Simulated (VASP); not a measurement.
Runs of VASP 6.6.1 on InSb. The structure is that of space group F-43m (No. 216), or close to it. The cells are those of the table. 

```csv
cell,gap on the mesh (eV),pressure (GPa)
"a = 4.316 Å, angles 60.0°, 2 atoms",(b),16.8
"a = 4.599, b = 4.599, c = 4.504 Å, angles 60.7, 60.7, 58.6°, 2 atoms",none,(a)
"a = 4.974, b = 4.974, c = 4.879 Å, angles 60.6, 60.6, 58.7°, 2 atoms",none,-3.9
"a = 4.504 Å, angles 60.0°, 2 atoms",-,6.0
"a = 5.067 Å, angles 60.0°, 2 atoms",none,-4.8
```

Alike in all rows: task single point; level PBE; potentials or basis VASP PAW PBE potentials, release 64 (In_d, Sb); no spin polarisation; k mesh 16 × 16 × 16; cutoff (eV) 520; smearing gaussian 0.15 eV.

**Question.** Fill in the values left out.

**Answer.** (a) 3.6; (b) 0.87.

Caveats: spin-orbit coupling is left out, which moves the levels of the heavy elements.

A k mesh can miss the band edges, and the runs leave out spin-orbit coupling on In, Sb.

A gap of «none» marks levels without a gap at the run's occupations.
